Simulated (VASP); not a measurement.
WS, 2 atoms in the cell. The structure is cubic, space group Pm-3m (No. 221). The conventional cell has a = 3.197 Å, b = 3.197 Å, c = 3.197 Å, α = 90.00°, β = 90.00°, γ = 90.00°. Within 3.6 Å of W (site symmetry m-3m) lie 8 S at 2.77 Å and 6 W at 3.20 Å. Within 3.6 Å of S (site symmetry m-3m) lie 8 W at 2.77 Å and 6 S at 3.20 Å. 

* Program: VASP 6.6.1
* Task: single point
* Functional: PBE
* Potentials or basis: VASP PAW PBE potentials, release 64 (W_sv, S)
* Cutoff: 520 eV
* k mesh: 12 × 12 × 12
* Occupations: gaussian, width 0.02 eV
* Spin: no spin polarisation
* Hubbard terms: W d U = 6.2 eV
* Dipole correction: no
* Further INCAR settings: ALGO = Normal; EDIFF = 1e-06; NBANDS = 17

Potentials or basis: VASP PAW PBE potentials, release 64 (W_sv, S).

The run is started by

```sh
$ cat potpaw_PBE.64/W_sv/POTCAR potpaw_PBE.64/S/POTCAR > POTCAR
$ mpirun -np 1 vasp_std > vasp.out
```

Hardware: 1 thread of Intel(R) Xeon(R) 6975P-C (Granite Rapids) (shared host).

Problem. How long does it take, and how much memory?

Solution. It took 12 s on 1 thread of Intel(R) Xeon(R) 6975P-C (Granite Rapids), on a shared host, peak memory 0.17 GiB. Counts: scf iterations 17, k points 84.
